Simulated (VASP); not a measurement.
Wanted: the native input for a VASP 6.6.1 run.

* Task: single point
* Functional: LDA
* Potentials or basis: VASP PAW LDA potentials, release 64 (Pb_d, Te)
* Cutoff: 520 eV
* k mesh: 4 × 4 × 4
* Occupations: gaussian, width 0.01 eV
* Spin: no spin polarisation
* Dipole correction: no
* Further INCAR settings: ALGO = Normal; EDIFF = 1e-06; NBANDS = 17

The structure of TePb lies in POSCAR:

```
TePb
1.0
    0.0000000000      3.6414940629      3.6414940629
    3.6414940629      0.0000000000      3.6414940629
    3.6414940629      3.6414940629      0.0000000000
Pb Te
1 1
Direct
    0.0000000000      0.0000000000      0.0000000000
    0.2500000000      0.2500000000      0.2500000000
```

These files were run (other wordings do the same):

INCAR

```
PREC = Accurate
ENCUT = 520
EDIFF = 1E-6
ISMEAR = 0
SIGMA = 0.01
LREAL = False
LASPH = True
NELM = 60
ALGO = Normal
ISIF = 2
LWAVE = False
LCHARG = False
NBANDS = 17
```

KPOINTS

```
Automatic mesh
0
Gamma
  4 4 4
```

Potentials or basis: VASP PAW LDA potentials, release 64 (Pb_d, Te).

Run with:

```bash
$ cat potpaw_LDA.64/Pb_d/POTCAR potpaw_LDA.64/Te/POTCAR > POTCAR
$ mpirun -np 1 vasp_std > vasp.out
```

It gave:

- Pressure: -1.7 GPa
- Band gap on the k mesh: 0.45 eV (least direct gap 1.07 eV)

Caveat: spin-orbit coupling is left out, which moves the levels of the heavy elements.

It took 37 s on 1 thread of AMD EPYC 7R43 64-Core Processor (Zen 3), with other jobs on the host, peak memory 0.15 GiB.
